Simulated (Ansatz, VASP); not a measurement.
# TaN: VASP beside Ansatz

INCAR

```
SYSTEM = TaN
PREC     = Accurate       ! precision mode
ENCUT    = 600            ! plane-wave cutoff, eV
EDIFF    = 1E-6           ! SCF threshold, eV
ISMEAR   = 0              ! smearing method
SIGMA    = 0.1            ! smearing width, eV
LREAL    = .False.        ! projectors in reciprocal space
LASPH    = .True.         ! aspherical terms in the spheres
NELM     = 120            ! most SCF steps
ALGO     = Normal         ! electronic algorithm
ISIF     = 2              ! what is computed and relaxed
LWAVE    = .False.        ! write WAVECAR
LCHARG   = .True.         ! write CHGCAR
GGA      = PS             ! functional
LELF     = .True.         ! ELF
LVHAR    = .True.       
NBANDS   = 36             ! bands
GGA_COMPAT= .False.
```

Contents of KPOINTS:

```
Automatic mesh
0
Gamma
  6 6 6
  0 0 0
```

POSCAR

```
TaN
1.0
    5.1849992558      0.0000000000      0.0000000000
   -2.5924996279      4.4903410741      0.0000000000
    0.0000000000      0.0000000000      2.9080000000
Ta N
3 3
Direct
    0.0000000000      0.0000000000      0.0000000000
    0.3333333333      0.6666666667      0.5000000000
    0.6666666667      0.3333333333      0.5000000000
    0.5000000000      0.0000000000      0.0000000000
    0.5000000000      0.5000000000      0.0000000000
    0.0000000000      0.5000000000      0.0000000000
```

Input for Ansatz:

```yaml
crystal:
  lattice:
    - [5.1849992558, 0.0, 0.0]
    - [-2.5924996279, 4.4903410741, 0.0]
    - [0.0, 0.0, 2.908]
  atoms:
    - { symbol: Ta, position: [0.0, 0.0, 0.0] }
    - { symbol: Ta, position: [0.3333333333, 0.6666666667, 0.5] }
    - { symbol: Ta, position: [0.6666666667, 0.3333333333, 0.5] }
    - { symbol: "N", position: [0.5, 0.0, 0.0] }
    - { symbol: "N", position: [0.5, 0.5, 0.0] }
    - { symbol: "N", position: [0.0, 0.5, 0.0] }
basis:
  ecutwfc: 420
kpoints:
  mp_grid: { grid: [6, 6, 6] }
hamiltonian:
  xc: pbesol
scf:
  occupations: { method: gaussian, width: 0.1 }
output:
  forces: true
  stress: true
  eigenvalues: true
```

Alike in both runs: task single point; functional PBEsol; k mesh 6 × 6 × 6; occupations gaussian, width 0.1 eV; no spin polarisation.

```csv
,VASP,Ansatz
version,VASP 6.6.1,Ansatz 0.2.0
potentials or method,"VASP PAW PBE potentials, release 64 (Ta_sv_GW, N), cutoff 600 eV","scalar-relativistic, plane waves, PAW"
valence electrons in the cell,54,54
```

```tsv
	VASP	Ansatz	Ansatz less VASP
gap on the k mesh at the Fermi level (eV)	none	none	-
pressure (GPa)	2.1	2.0	-0.14
traceless stress, the component that is largest in VASP (GPa)	-1.70	-1.85	-0.151
```

VASP's potentials were made for PBE, not for PBEsol. A gap of «none» marks a metal or a gap that the smearing closes. The functional is the same, so the differences come from potentials, cutoffs and numerics.

The k mesh is coarse, so the values compare programs but aren't converged. Neither program's run includes spin-orbit coupling.
